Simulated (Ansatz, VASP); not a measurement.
Al2GaAs3 in VASP and in Ansatz

```
Al Ga As
1.0
     4.05535    0.00000    0.00000
    -2.02767    3.51203    0.00000
     0.00000    0.00000    9.91198
Al Ga As
2 1 3
Cartesian
  0.0000 2.3414 6.6102
  2.0277 1.1707 3.3094
  0.0000 0.0000 -0.0025
  0.0000 0.0000 7.4236
  0.0000 2.3414 4.1283
  2.0277 1.1707 0.8329
```

Alike in both runs: functional PBE; k mesh 6 × 6 × 2; occupations gaussian, width 0.1 eV; no spin polarisation.

Ansatz relaxed the structure, and its values are those at the end. VASP's run is a single point on that final structure, the one shown.

|  | VASP | Ansatz |
| --- | --- | --- |
| version | VASP 6.6.1 | Ansatz 0.2.0 |
| potentials or method | VASP PAW PBE potentials, release 64 (Al, Ga_d, As), cutoff 520 eV | scalar-relativistic, plane waves, PAW |
| valence electrons in the cell | 34 | 64 |

```csv
,VASP,Ansatz,Ansatz less VASP
gap on the k mesh at the Fermi level (eV),0.96,0.96,-0.001
least direct gap on the mesh (eV),0.96,0.96,-0.001
pressure (GPa),0.3,0.1,-0.16
```

With one functional, cell and mesh, what is left measures potentials, basis and numerics. VASP's potentials hold 34 valence electrons a cell and Ansatz's 64, so a difference there can come from the potentials and not from the codes.
